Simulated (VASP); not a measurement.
Write the native input for VASP 6.6.1 that does the following.

| Property | Result |
| --- | --- |
| Task | single point |
| Functional | LDA |
| Potentials or basis | VASP PAW LDA potentials, release 64 (Cd_sv_GW) |
| Cutoff | 630 eV |
| k mesh | 13 × 13 × 6 |
| Occupations | methfessel-paxton, width 0.6 eV |
| Spin | no spin polarisation |
| Dipole correction | no |
| Further INCAR settings | ALGO = Normal; EDIFF = 1e-06; NBANDS = 27 |

The structure of Cd lies in POSCAR:

```
Cd
1.0
    2.8818641727      0.0000000000      0.0000000000
   -1.4409320863      2.4957675838      0.0000000000
    0.0000000000      0.0000000000      5.6383707528
Cd
2
Direct
    0.3333333333      0.6666666667      0.2500000000
    0.6666666667      0.3333333333      0.7500000000
```

The input as run:

INCAR

```
ALGO     = Normal         # electronic algorithm
EDIFF    = 1E-6           # SCF threshold, eV
ENCUT    = 630            # plane-wave cutoff, eV
GGA_COMPAT= F            
ISIF     = 2              # what is computed and relaxed
ISMEAR   = 1              # smearing method
LASPH    = T              # aspherical terms in the spheres
LCHARG   = F              # write CHGCAR
LREAL    = F              # projectors in reciprocal space
LWAVE    = F              # write WAVECAR
NBANDS   = 27             # bands
NELM     = 120            # most SCF steps
PREC     = Accurate       # precision mode
SIGMA    = 0.6            # smearing width, eV
```

KPOINTS

```
k-points
0
Gamma
  13 13 6
```

Potentials or basis: VASP PAW LDA potentials, release 64 (Cd_sv_GW).

Launch:

```console
$ cat potpaw_LDA.64/Cd_sv_GW/POTCAR > POTCAR
$ mpirun -np 1 vasp_std > vasp.out
```

Results of the run:

The pressure is -0.1 GPa. The band gap on the k mesh is zero (bands 20 and 21 overlap by 4.68 eV).

Caveat: so wide a smearing shifts energies and pressures.

Wall time 37 s on 1 thread of AMD EPYC 9R45 (Zen 5), on a shared host, peak memory 0.21 GiB.
